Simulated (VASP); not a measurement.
Write the native input for VASP 6.6.1 that does the following.

```yaml
Task: single point
Functional: r2SCAN
Potentials_or_basis: VASP PAW PBE potentials, release 64 (Cd, Se)
Cutoff: 550 eV
k_mesh: 5 × 5 × 5
Occupations: gaussian, width 0.01 eV
Spin: no spin polarisation
Dipole_correction: no
Further_INCAR_settings: ALGO = Normal; EDIFF = 1e-06; NBANDS = 16
```

Crystal: CdSe.

```
Cd Se
1.0
     0.00000    2.79518    2.79518
     2.79518    0.00000    2.79518
     2.79518    2.79518    0.00000
Cd Se
1 1
Direct
  0.00000 0.00000 0.00000
  0.50000 0.50000 0.50000
```

One way to write it, as run:

POSCAR

```
CdSe
1.0
    0.0000000000      2.7951794378      2.7951794378
    2.7951794378      0.0000000000      2.7951794378
    2.7951794378      2.7951794378      0.0000000000
Cd Se
1 1
Direct
    0.0000000000      0.0000000000      0.0000000000
    0.5000000000      0.5000000000      0.5000000000
```

INCAR.step1

```
PREC = Accurate ; ENCUT = 550
ISMEAR = 0 ; SIGMA = 0.01
LREAL = F ; LASPH = T
NELM = 120 ; NBANDS = 16
GGA = PE ; ALGO = Normal
EDIFF = 1E-5 ; LWAVE = T
LCHARG = F ; GGA_COMPAT = F
```

INCAR.step2

```
PREC = Accurate ; ENCUT = 550
EDIFF = 1E-6 ; ISMEAR = 0
SIGMA = 0.01 ; LREAL = F
LASPH = T ; NELM = 120
ALGO = Normal ; ISIF = 2
LWAVE = F ; LCHARG = F
METAGGA = R2SCAN ; LMIXTAU = T
NBANDS = 16 ; ISTART = 1
GGA_COMPAT = F
```

KPOINTS

```
Automatic mesh
0
Gamma
  5 5 5
```

Potentials or basis: VASP PAW PBE potentials, release 64 (Cd, Se).

Run with:

```console
$ cat potpaw_PBE.64/Cd/POTCAR potpaw_PBE.64/Se/POTCAR > POTCAR
$ cp INCAR.step1 INCAR
$ mpirun -np 1 vasp_std > vasp.out
$ cp INCAR.step2 INCAR
$ mpirun -np 1 vasp_std > vasp.out
```

Results of the run:

```json
{
 "Pressure": "4.6 GPa",
 "Band gap on the k mesh": "0.50 eV, indirect (least direct gap 1.81 eV)"
}
```

Caveat: the PAW data sets were made with another functional, which shifts forces and pressure a little.

Wall time 24 s on 1 thread of Intel(R) Xeon(R) 6975P-C (Granite Rapids), with other jobs on the host, peak memory 0.17 GiB.
